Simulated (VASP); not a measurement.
LiH, 2 atoms in the cell. It takes space group Fm-3m (No. 225, cubic). The conventional cell has a = 3.908 Å, b = 3.908 Å, c = 3.908 Å, α = 90.00°, β = 90.00°, γ = 90.00°. Within 2.6 Å of Li (site symmetry m-3m) lie 6 H at 1.95 Å. Within 2.6 Å of H (site symmetry m-3m) lie 6 Li at 1.95 Å. 

```yaml
Program: VASP 6.6.1
Task: single point
Functional: LDA
Potentials_or_basis: VASP PAW LDA potentials, release 64 (Li_sv, H)
Cutoff: 750 eV
k_mesh: 10 × 10 × 10
Occupations: gaussian, width 0.02 eV
Spin: no spin polarisation
Dipole_correction: no
Further_INCAR_settings: ALGO = Normal; EDIFF = 1e-06; NBANDS = 9
```

Potentials or basis: VASP PAW LDA potentials, release 64 (Li_sv, H).

Launch:

```bash
$ cat potpaw_LDA.64/Li_sv/POTCAR potpaw_LDA.64/H/POTCAR > POTCAR
$ mpirun -np 1 vasp_std > vasp.out
```

Hardware: 1 thread of AMD EPYC 7R43 64-Core Processor (Zen 3), on a shared host.

Q: Estimate the wall time of this run.

A: Wall time 9 s on 1 thread of AMD EPYC 7R43 64-Core Processor (Zen 3) (shared host), peak memory 0.1 GiB. Counts: scf iterations 10, k points 47.
